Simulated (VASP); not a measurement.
**BP: relaxation of cell and atoms with PBEsol**

BP:

```xyz
2
Lattice="0.0000 2.1326 2.1326 2.1326 0.0000 2.1326 2.1326 2.1326 0.0000" Properties=species:S:1:pos:R:3 pbc="T T T"
B     0.0000    0.0000    0.0000
P     1.0663    1.0663    1.0663
```

```json
{"Program": "VASP 6.6.1", "Task": "relaxation of cell and atoms", "Functional": "PBEsol", "Potentials or basis": "VASP PAW PBE potentials, release 64 (B, P)", "Cutoff": "600 eV", "k mesh": "12 × 12 × 12", "Occupations": "gaussian, width 0.02 eV", "Spin": "no spin polarisation", "Target pressure": "40 GPa", "Dipole correction": "no", "Further INCAR settings": "ALGO = Normal; EDIFF = 1e-06; IBRION = 2; EDIFFG = -0.008; NSW = 70; ISIF = 3"}
```

- Relaxed volume: 9.73 Å³/atom
- Relaxed cell: a = 3.019 Å, b = 3.019 Å, c = 3.019 Å, α = 60.00°, β = 60.00°, γ = 60.00°
- Space group after relaxing (to 0.05 Å): F-43m (No. 216)
- Energy change on relaxing (the enthalpy is what falls): -7.1 meV/atom
- Ionic steps: 3
- Pressure after relaxing: 40.0 GPa
- Band gap on the k mesh: 0.84 eV, indirect (least direct gap 3.71 eV)

Step by step:
| step | energy change (eV) | largest force (eV/Å) | pressure (GPa) | volume (Å³) |
| --- | --- | --- | --- | --- |
| 1 | 0.0000 | 0.0000 | 40.89 | 19.40 |
| 2 | -0.0375 | 0.0000 | 38.52 | 19.55 |
| 3 | -0.0141 | 0.0000 | 40.01 | 19.45 |

Final structure:
```yaml
crystal:
  lattice:
    - [0.00000, 2.13465, 2.13465]
    - [2.13465, 0.00000, 2.13465]
    - [2.13465, 2.13465, 0.00000]
  atoms:
    - { symbol: B, position: [0.00000, 0.00000, 0.00000] }
    - { symbol: P, position: [0.25000, 0.25000, 0.25000] }
```

Levels at points of the mesh, in eV from the valence-band top:
```csv
k point,band 1,band 2,band 3,band 4,band 5,band 6,band 7,band 8
"(0.00, 0.00, 0.00)",-17.22,0.00,0.00,0.00,3.71,3.71,3.71,10.23
"(0.50, 0.00, 0.00)",-13.11,-10.49,-1.97,-1.97,4.77,4.77,4.90,10.56
"(0.50, 0.50, 0.00)",-11.34,-9.57,-4.81,-4.81,0.85,1.38,13.87,13.87
```

Run time: 10 s on 1 thread of Intel(R) Xeon(R) Platinum 8375C CPU @ 2.90GHz (Ice Lake), with other jobs on the host, peak memory 0.14 GiB.

Caveat: the cell is relaxed towards a set pressure, so the enthalpy falls and the energy may rise; the PAW data sets were made with another functional, which shifts forces and pressure a little. Expect the measured gap to be larger: semilocal functionals such as PBEsol lack the derivative discontinuity.
